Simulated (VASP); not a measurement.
# TePb (P-6m2) in VASP: notebook

Aim: see how the results for TePb move with the level of theory and the settings. Levels: PBE, PBEsol, LDA. Tasks: single point.

Program: VASP 6.6.1. These are calculated values, not measurements. Logs are shortened: lines on timing, memory, paths and dates and some standing lists are left out, and cuts for length are marked.

## (1) The cell of the first run

It takes space group P-6m2 (No. 187, hexagonal). The conventional cell has a = 4.418 Å, b = 4.418 Å, c = 4.175 Å, α = 90.00°, β = 90.00°, γ = 120.00°. Within 4.3 Å of Pb (site symmetry -6m2) lie 6 Te at 3.30 Å and 2 Pb at 4.18 Å. Within 4.3 Å of Te (site symmetry -6m2) lie 6 Pb at 3.30 Å and 2 Te at 4.18 Å.

## (2) Single point, PBE (volume scaled by 0.980)

File INCAR:

```
ALGO = Normal ; EDIFF = 1E-6
ENCUT = 520 ; GGA = PE
ISIF = 2 ; ISMEAR = 0
LASPH = True ; LCHARG = False
LREAL = False ; LWAVE = False
NBANDS = 17 ; NELM = 80
PREC = Accurate ; SIGMA = 0.05
```

File KPOINTS:

```
k-points
0
Gamma
  10 10 8
```

File POSCAR:

```
TePb
1.0
    4.4184819129      0.0000000000      0.0000000000
   -2.2092409565      3.8265175828      0.0000000000
    0.0000000000      0.0000000000      4.1753709438
Pb Te
1 1
Direct
    0.0000000000      0.0000000000      0.0000000000
    0.6666666667      0.3333333333      0.5000000000
```

Potentials or basis: VASP PAW PBE potentials, release 64 (Pb_d, Te).

Command:

```sh
$ cat potpaw_PBE.64/Pb_d/POTCAR potpaw_PBE.64/Te/POTCAR > POTCAR
$ mpirun -np 1 vasp_std > vasp.out
```

OUTCAR:

```text
EDIFF = 1E-6
   ENCUT = 520
   GGA = PE
   ISIF = 2
   ISMEAR = 0
   LASPH = True
   LREAL = False
   NELM = 80
   PREC = Accurate

 ion  position               nearest neighbor table
   1  0.000  0.000  0.000-   2 3.30   2 3.30   2 3.30   2 3.30   2 3.30   2 3.30
   2  0.667  0.333  0.500-   1 3.30   1 3.30   1 3.30   1 3.30   1 3.30   1 3.30

  LATTYP: Found a hexagonal cell.
 ALAT       =     4.4184819129
 C/A-ratio  =     0.9449786207

  Lattice vectors:

 A1 = (   4.4184819129,   0.0000000000,   0.0000000000)
 A2 = (  -2.2092409565,   3.8265175828,   0.0000000000)
 A3 = (   0.0000000000,   0.0000000000,   4.1753709438)

Analysis of symmetry for initial positions (statically):
=====================================================================
 Subroutine PRICEL returns:
 Original cell was already a primitive cell.

 Routine SETGRP: Setting up the symmetry group for a
 hexagonal supercell.

 Subroutine GETGRP returns: Found 12 space group operations
 (whereof 12 operations were pure point group operations)
 out of a pool of 24 trial point group operations.

The static configuration has the point symmetry D_3h.

Analysis of symmetry for dynamics (positions and initial velocities):
=====================================================================
 Subroutine PRICEL returns:
 Original cell was already a primitive cell.

 Routine SETGRP: Setting up the symmetry group for a
 hexagonal supercell.

 Subroutine GETGRP returns: Found 12 space group operations
 (whereof 12 operations were pure point group operations)
 out of a pool of 24 trial point group operations.

The dynamic configuration has the point symmetry D_3h.

 Subroutine INISYM returns: Found 12 space group operations
 (whereof 12 operations are pure point group operations),
 and found     1 'primitive' translations

----------------------------------------------------------------------------------------

                                     Primitive cell

  volume of cell :      70.5947

  direct lattice vectors                    reciprocal lattice vectors
     4.418481913  0.000000000  0.000000000     0.226322076  0.130667112  0.000000000
    -2.209240956  3.826517583  0.000000000     0.000000000  0.261334223  0.000000000
     0.000000000  0.000000000  4.175370944     0.000000000  0.000000000  0.239499679

  length of vectors
     4.418481913  4.418481913  4.175370944     0.261334223  0.261334223  0.239499679

  position of ions in fractional coordinates (direct lattice)
     0.000000000  0.000000000  0.000000000
     0.666666667  0.333333333  0.500000000

  ion indices of the primitive-cell ions
   primitive index   ion index
                 1           1
                 2           2

----------------------------------------------------------------------------------------

 KPOINTS: k-points

Automatic generation of k-mesh.
 Grid dimensions read from file:
 generate k-points for:   10   10    8

 Generating k-lattice:

  Cartesian coordinates                     Fractional coordinates (reciprocal lattice)
     0.022632208  0.013066711  0.000000000     0.100000000  0.000000000  0.000000000
     0.000000000  0.026133422  0.000000000     0.000000000  0.100000000  0.000000000
     0.000000000  0.000000000  0.029937460     0.000000000  0.000000000  0.125000000

  Length of vectors
     0.026133422  0.026133422  0.029937460

  Shift w.r.t. Gamma in fractional coordinates (k-lattice)
     0.000000000  0.000000000  0.000000000

 Subroutine IBZKPT returns following result:
 ===========================================

 Found     70 irreducible k-points:

 Following reciprocal coordinates:
            Coordinates               Weight
  0.000000  0.000000  0.000000      1.000000
  0.100000 -0.000000  0.000000      6.000000
  0.200000 -0.000000  0.000000      6.000000
  0.300000  0.000000  0.000000      6.000000
  0.400000 -0.000000  0.000000      6.000000
  0.500000 -0.000000  0.000000      3.000000
[... 16 lines left out ...]
  0.300000  0.100000  0.125000     24.000000
  0.400000  0.100000  0.125000     24.000000
 [... further k-points ...]
   k-points           NKPTS =     70   k-points in BZ     NKDIM =     70   number of bands    NBANDS=     17
   number of dos      NEDOS =    301   number of ions     NIONS =      2
   total plane-waves  NPLWV =  41472
   dimension x,y,z NGX =    36 NGY =   36 NGZ =   32
   dimension x,y,z NGXF=    72 NGYF=   72 NGZF=   64
   ions per type =               1   1
   NGX,Y,Z   is equivalent  to a cutoff of  13.55, 13.55, 12.74 a.u.
   NGXF,Y,Z  is equivalent  to a cutoff of  27.09, 27.09, 25.48 a.u.
 SYSTEM =  unknown system
   PREC   = accura    normal or accurate (medium, high low for compatibility)
   ISTART =      0    job   : 0-new  1-cont  2-samecut
   ICHARG =      2    charge: 1-file 2-atom 10-const
   ISPIN  =      1    spin polarized calculation?
   LNONCOLLINEAR =      F non collinear calculations
   LSORBIT =      F    spin-orbit coupling
   LASPH  =      T    aspherical Exc in radial PAW
   ENCUT  =  520.0 eV  38.22 Ry    6.18 a.u.   8.22  8.22  7.76*2*pi/ulx,y,z
   NELM   =     80;   NELMIN=  2; NELMDL= -5     # of ELM steps
   EDIFF  = 0.1E-05   stopping-criterion for ELM
   LREAL  =      F    real-space projection
   EDIFFG = 0.1E-04   stopping-criterion for IOM
   NSW    =      0    number of steps for IOM
   IBRION =     -1    ionic relax: 0-MD 1-quasi-New 2-CG
   NFREE  =      0    steps in history (QN), initial steepest desc. (CG)
   ISIF   =      2    stress and relaxation
   ISYM   =      2    0-nonsym 1-usesym 2-fastsym
   POTIM  = 0.5000    time-step for ionic-motion
   TEBEG  =    0.0;   TEEND  =   0.0 temperature during run
   PSTRESS=    0.0 pullay stress
   NELECT =      20.0000    total number of electrons
   NUPDOWN=      -1.0000    fix difference up-down
   EMIN   =  10.00;   EMAX   =-10.00  energy-range for DOS
   EFERMI =   0.00;   METHOD = LEGACY
   ISMEAR =     0;   SIGMA  =   0.05  broadening in eV -4-tet -1-fermi 0-gaus
   EFERMI_NEDOS =   21; number of points for ismear=-14 and -15
   IALGO  =     38    algorithm
   IMIX   =      4    mixing-type and parameters
     AMIX     =   0.40;   BMIX     =  1.00
     AMIX_MAG =   1.60;   BMIX_MAG =  1.00
  volume/ion in A,a.u.               =      35.30       238.20
  Fermi-wavevector in a.u.,A,eV,Ry     =   1.075212  2.031857 15.729443  1.156081
  Thomas-Fermi vector in A             =   2.211062
   LORBIT       =      0    0 simple, 1 ext, 2 COOP (PROOUT), +10 PAW based schemes
   GGA     = PE    functional components
   LHFCALC =     F    Hartree Fock is set to
   AEXX    =    0.0000 exact exchange contribution
   IVDW    =     0    specifies the selected vdW correction
   LEPSILON=     F    determine dielectric tensor
   LRPA    =     F    only Hartree local field effects (RPA)
 non-spin polarized calculation
 Gauss-broadening in eV      SIGMA  =   0.05
  energy-cutoff  :      520.00
  volume of cell :       70.59
 maximum number of plane-waves:      1929
 NGX is ok and might be reduce to    36
   NGX = 17   NGY = 17   NGZ = 15

 number of electron      19.9999995 magnetization

 Free energy of the ion-electron system (eV)
  ---------------------------------------------------
  ext. energy  EPLUGINS =         0.00000000
  ---------------------------------------------------
  free energy    TOTEN  =        -7.28588624 eV

  energy without entropy =       -7.28520508  energy(sigma->0) =       -7.28554566

 E-fermi :   5.2090     XC(G=0):  -9.0837

 val. band max:        5.1829979001   @ k =   0.1000   0.1000   0.2500
 cond. band min:       5.2851516360   @ k =   0.3000   0.2000   0.5000
 fundamental gap:      0.1021537359
 Fermi energy:         5.2089986186

 k-point     1 :       0.0000    0.0000    0.0000
  band No.  band energies     occupation
      1     -11.6404      2.00000
      2     -11.6404      2.00000
      3     -11.6207      2.00000
      4     -11.5850      2.00000
      5     -11.5850      2.00000
      6      -6.5907      2.00000
[... 9 lines left out ...]
     16      14.6050      0.00000
     17      14.6050      0.00000

 k-point     2 :       0.1000   -0.0000    0.0000
  band No.  band energies     occupation
      1     -11.6412      2.00000
      2     -11.6375      2.00000
      3     -11.6193      2.00000
      4     -11.5865      2.00000
      5     -11.5853      2.00000
      6      -6.5134      2.00000
[... 9 lines left out ...]
     16      13.9534      0.00000
     17      14.4503      0.00000

 k-point     3 :       0.2000   -0.0000    0.0000
  band No.  band energies     occupation
      1     -11.6438      2.00000
      2     -11.6301      2.00000
      3     -11.6153      2.00000
      4     -11.5905      2.00000
      5     -11.5860      2.00000
      6      -6.2893      2.00000
[... 9 lines left out ...]
     16      13.8062      0.00000
     17      14.2464      0.00000

 k-point     4 :       0.3000    0.0000    0.0000
  band No.  band energies     occupation
      1     -11.6473      2.00000
      2     -11.6209      2.00000
      3     -11.6102      2.00000
      4     -11.5954      2.00000
      5     -11.5869      2.00000
      6      -5.9500      2.00000
[... 9 lines left out ...]
     16      14.3624      0.00000
     17      14.9895      0.00000
[... 343 lines left out ...]
      1     -11.6436      2.00000
      2     -11.6255      2.00000
      3     -11.6047      2.00000
      4     -11.5975      2.00000
      5     -11.5898      2.00000
      6      -5.9719      2.00000
[... 9 lines left out ...]
     16      13.5705      0.00000
     17      14.6624      0.00000

 k-point    23 :       0.3000    0.1000    0.1250
  band No.  band energies     occupation
      1     -11.6460      2.00000
      2     -11.6179      2.00000
      3     -11.6029      2.00000
      4     -11.5996      2.00000
      5     -11.5910      2.00000
      6      -5.6173      2.00000
[... 9 lines left out ...]
     16      13.9398      0.00000
     17      14.8695      0.00000

 k-point    24 :       0.4000    0.1000    0.1250
  band No.  band energies     occupation
      1     -11.6477      2.00000
      2     -11.6129      2.00000
      3     -11.6055      2.00000
      4     -11.5973      2.00000
      5     -11.5918      2.00000
      6      -5.3249      2.00000
[... 9 lines left out ...]
     16      14.1570      0.00000
     17      15.2655      0.00000

 [... further k-points ...]

------------------------ aborting loop because EDIFF is reached ----------------------------------------

  FORCE on cell =-STRESS in cart. coord.  units (eV):
  Direction    XX          YY          ZZ          XY          YZ          ZX
  --------------------------------------------------------------------------------------
  -------------------------------------------------------------------------------------
  Total        0.2901380      0.2901380      0.2997109     -0.0000000      0.0000000      0.0000000
  in kB        6.5848123      6.5848123      6.8020736     -0.0000000      0.0000000      0.0000000
  external PRESSURE =       6.6572327 kB  Pullay stress =       0.0000000 kB

 VOLUME and BASIS-vectors are now :
 -----------------------------------------------------------------------------
  energy-cutoff  :      520.00
  volume of cell :       70.59
      direct lattice vectors                 reciprocal lattice vectors
     4.418481913  0.000000000  0.000000000     0.226322076  0.130667112  0.000000000
    -2.209240956  3.826517583  0.000000000     0.000000000  0.261334223  0.000000000
     0.000000000  0.000000000  4.175370944     0.000000000  0.000000000  0.239499679

 POSITION                                       TOTAL-FORCE (eV/Angst)
 -----------------------------------------------------------------------------------
      0.00000      0.00000      0.00000         0.000000     -0.000000      0.000000
      2.20924      1.27551      2.08769        -0.000000      0.000000      0.000000
 -----------------------------------------------------------------------------------
    total drift:                               -0.000000      0.000000     -0.000000

  FREE ENERGIE OF THE ION-ELECTRON SYSTEM (eV)
  ---------------------------------------------------
  free  energy   TOTEN  =        -7.2858862441 eV

  energy  without entropy=       -7.2852050822  energy(sigma->0) =       -7.28554566
```

Run time: 39 s. Hardware: 1 thread of AMD EPYC 9R45 (Zen 5), shared host; peak memory 0.21 GiB.

What came out:

- Free energy: -7.2859 eV
- Pressure: 0.7 GPa
- Band gap on the k mesh: zero (band 10 reaches 5.37 eV, above the bottom of band 11 at 4.79 eV)

Caveat: spin-orbit coupling is left out, which moves the levels of the heavy elements.

[end of part 1 of 2]
